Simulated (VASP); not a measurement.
The system is BAs.

```
CELL_PARAMETERS angstrom
0.00000 2.39187 2.39187
2.39187 0.00000 2.39187
2.39187 2.39187 0.00000
ATOMIC_POSITIONS crystal
B 0.00000 0.00000 0.00000
As 0.25000 0.25000 0.25000
```

Base run:

```yaml
Program: VASP 6.6.1
Functional: PBE
Potentials_or_basis: VASP PAW PBE potentials, release 64 (B, As)
Cutoff: 520 eV
k_mesh: 8 × 8 × 8
Occupations: gaussian, width 0.01 eV
Spin: no spin polarisation
```

Its results: band gap on the k mesh 1.19 eV, indirect (least direct gap 3.27 eV); pressure 2.8 GPa.

**Question.** The run is repeated on the same cell with these changes: functional from PBE to HSE06; k mesh from 8 × 8 × 8 to 4 × 4 × 4. What comes out?

**Answer.** Band gap on the k mesh 2.12 eV, indirect (least direct gap 4.14 eV); pressure -0.6 GPa.

Several settings changed at once, so the effect can't be laid on one alone.

Caveats: some runs use coarse meshes; the PAW data sets were made with another functional, which shifts forces and pressure a little (some runs).

A k mesh can miss the band edges.
